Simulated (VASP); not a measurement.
Wanted: the native input for a VASP 6.6.1 run.

```yaml
Task: relaxation of cell and atoms
Functional: r2SCAN
Potentials_or_basis: VASP PAW PBE potentials, release 64 (Ti_sv, N)
Cutoff: 600 eV
k_mesh: 18 × 18 × 18
Occupations: fermi-dirac, width 0.15 eV
Spin: no spin polarisation
Dipole_correction: no
Further_INCAR_settings: ALGO = Normal; EDIFF = 1e-06; IBRION = 2; EDIFFG = -0.001; NSW = 80; ISIF = 3
```

Crystal: TiN.

```
Ti N
1.0
     0.00000    2.11625    2.11625
     2.11625    0.00000    2.11625
     2.11625    2.11625    0.00000
Ti N
1 1
Direct
  0.00000 0.00000 0.00000
  0.50000 0.50000 0.50000
```

These files were run (other wordings do the same):

POSCAR

```
TiN
1.0
    0.0000000000      2.1162479307      2.1162479307
    2.1162479307      0.0000000000      2.1162479307
    2.1162479307      2.1162479307      0.0000000000
Ti N
1 1
Direct
    0.0000000000      0.0000000000      0.0000000000
    0.5000000000      0.5000000000      0.5000000000
```

INCAR.step1

```
SYSTEM = TiN
  PREC = Accurate
  ENCUT = 600
  ISMEAR = -1
  SIGMA = 0.15
  LREAL = .False.
  LASPH = .True.
  NELM = 80
  GGA = PE
  ALGO = Normal
  EDIFF = 1E-4
  LWAVE = .True.
  LCHARG = .False.
```

INCAR.step2

```
SYSTEM = TiN
  PREC = Accurate
  ENCUT = 600
  EDIFF = 1E-6
  ISMEAR = -1
  SIGMA = 0.15
  LREAL = .False.
  LASPH = .True.
  NELM = 80
  ALGO = Normal
  ISIF = 3
  LWAVE = .False.
  LCHARG = .False.
  METAGGA = R2SCAN
  LMIXTAU = .True.
  IBRION = 2
  NSW = 80
  EDIFFG = -0.001
  ISTART = 1
```

KPOINTS

```
Automatic mesh
0
Gamma
  18 18 18
  0 0 0
```

Potentials or basis: VASP PAW PBE potentials, release 64 (Ti_sv, N).

The run is started by

```console
$ cat potpaw_PBE.64/Ti_sv/POTCAR potpaw_PBE.64/N/POTCAR > POTCAR
$ cp INCAR.step1 INCAR
$ mpirun -np 1 vasp_std > vasp.out
$ cp INCAR.step2 INCAR
$ mpirun -np 1 vasp_std > vasp.out
```

Results of the run:

| Item | Value |
| --- | --- |
| Relaxed volume | 9.54 Å³/atom |
| Relaxed cell | a = 3.000 Å, b = 3.000 Å, c = 3.000 Å, α = 60.00°, β = 60.00°, γ = 60.00° |
| Space group after relaxing (to 0.1 Å) | Fm-3m (No. 225) |
| Energy gained by relaxing | 0.4 meV/atom |
| Ionic steps | 3 |
| Pressure after relaxing | 0.0 GPa |
| Band gap on the k mesh | zero (an odd number of electrons rules out a gap without spin polarisation) |

Caveat: the PAW data sets were made with another functional, which shifts forces and pressure a little.

It took 11 min on 1 thread of AMD EPYC 7R43 64-Core Processor (Zen 3), on a shared host, peak memory 0.17 GiB.
